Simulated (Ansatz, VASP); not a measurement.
**SiGe: VASP beside Ansatz**

INCAR

```
ALGO = Normal
EDIFF = 1E-7
ENCUT = 520
GGA = PS
ISIF = 2
ISMEAR = 0
LASPH = True
LCHARG = False
LREAL = False
LWAVE = False
NBANDS = 26
NELM = 60
PREC = Accurate
SIGMA = 0.03
```

Contents of KPOINTS:

```
k-points
0
Gamma
  12 12 6
```

Contents of POSCAR:

```
SiGe
1.0
    3.8654920470      0.0000000000      0.0000000000
   -1.9327460235      3.3476143109      0.0000000000
    0.0000000000      0.0000000000      6.3853843130
Si Ge
2 2
Direct
    0.6666666667      0.3333333333      0.8745463082
    0.3333333333      0.6666666667      0.3745463082
    0.6666666667      0.3333333333      0.4849323488
    0.3333333333      0.6666666667     -0.0150676512
```

Input for Ansatz:

```yaml
crystal:
  lattice:
    - [3.865492047, 0.0, 0.0]
    - [-1.9327460235, 3.3476143109, 0.0]
    - [0.0, 0.0, 6.385384313]
  atoms:
    - { symbol: Si, position: [0.6666666667, 0.3333333333, 0.8745463082] }
    - { symbol: Si, position: [0.3333333333, 0.6666666667, 0.3745463082] }
    - { symbol: Ge, position: [0.6666666667, 0.3333333333, 0.4849323488] }
    - { symbol: Ge, position: [0.3333333333, 0.6666666667, -0.0150676512] }
basis:
  ecutwfc: 420
kpoints:
  mp_grid: { grid: [12, 12, 6] }
hamiltonian:
  xc: pbesol
  pseudopotentials: { kind: paw, azcp: { folder: soft_1 } }
scf:
  occupations: { method: gaussian, width: 0.03 }
output:
  forces: true
  stress: true
  eigenvalues: true
```

Alike in both runs: task single point; functional PBEsol; k mesh 12 × 12 × 6; occupations gaussian, width 0.03 eV; no spin polarisation.

|  | VASP | Ansatz |
| --- | --- | --- |
| version | VASP 6.6.1 | Ansatz 0.2.0 |
| potentials or method | VASP PAW PBE potentials, release 64 (Si, Ge_d), cutoff 520 eV | scalar-relativistic, plane waves, PAW |
| valence electrons in the cell | 36 | 36 |

```tsv
	VASP	Ansatz	Ansatz less VASP
gap on the k mesh at the Fermi level (eV)	none	none	-
pressure (GPa)	2.7	2.8	+0.02
traceless stress, the component that is largest in VASP (GPa)	-3.83	-3.85	-0.017
rms of the force components (eV/Å)	0.629	0.630	+0.0013
```

VASP's potentials were made for PBE, not for PBEsol, and Ansatz warns of the same on its side. Atom by atom the forces differ by 0.001 eV/Å (rms over components). A gap of «none» marks a metal or a gap that the smearing closes.
